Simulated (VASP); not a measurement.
Si, 2 atoms in the cell. The structure is cubic, space group Fd-3m (No. 227). Conventional cell: a = 5.443 Å, b = 5.443 Å, c = 5.443 Å, α = 90.00°, β = 90.00°, γ = 90.00°. Within 3.1 Å of Si (site symmetry -43m) lie 4 Si at 2.36 Å. 

- Program: VASP 6.6.1
- Task: vibrations by perturbation theory
- Functional: PBE
- Potentials or basis: VASP PAW PBE potentials, release 64 (Si)
- Cutoff: 520 eV
- k mesh: 10 × 10 × 10
- Occupations: gaussian, width 0.01 eV
- Spin: no spin polarisation
- Dipole correction: no
- Further INCAR settings: ALGO = Normal; EDIFF = 1e-08; NBANDS = 11; IBRION = 8; NSW = 1

Potentials or basis: VASP PAW PBE potentials, release 64 (Si).

Launch:

```sh
$ cat potpaw_PBE.64/Si/POTCAR > POTCAR
$ mpirun -np 1 vasp_std > vasp.out
```

Hardware: 1 thread of AMD EPYC 9R45 96-Core Processor (Zen 5) (shared host).

**Question.** How long does it take, and how much memory?

**Answer.** It took 3.6 min on 1 thread of AMD EPYC 9R45 96-Core Processor (Zen 5) (shared host), peak memory 0.27 GiB. Counts: scf iterations 119, k points 47.
